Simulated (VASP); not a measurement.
A run of VASP 6.6.1 is set up as follows.

INCAR

```
SYSTEM = AlN
PREC = Accurate
ENCUT = 600
EDIFF = 1E-6
ISMEAR = 0
SIGMA = 0.05
LREAL = .False.
LASPH = .True.
NELM = 80
ALGO = Normal
ISIF = 4
LWAVE = .False.
LCHARG = .False.
GGA = PE
IBRION = 2
NSW = 60
EDIFFG = -0.01
```

Contents of KPOINTS:

```
regular mesh
0
Gamma
  12 12 8
  0 0 0
```

Contents of POSCAR:

```
AlN
1.0
    3.1092216006      0.0000000000      0.0000000000
   -1.5546108003      2.6926648921      0.0000000000
    0.0000000000      0.0000000000      4.9843895766
Al N
2 2
Direct
    0.3333333333      0.6666666667      0.0017302439
    0.6666666667      0.3333333333      0.5017302439
    0.3333333333      0.6666666667      0.3832697561
    0.6666666667      0.3333333333      0.8832697561
```

Potentials or basis: VASP PAW PBE potentials, release 64 (Al, N).

Command:

```sh
$ cat potpaw_PBE.64/Al/POTCAR potpaw_PBE.64/N/POTCAR > POTCAR
$ mpirun -np 1 vasp_std > vasp.out
```

(1) What does it give for the band gap on the k mesh?

Answers

(1) 4.22 eV.

Caveat: the relaxation stopped at its first step, so nothing moved.
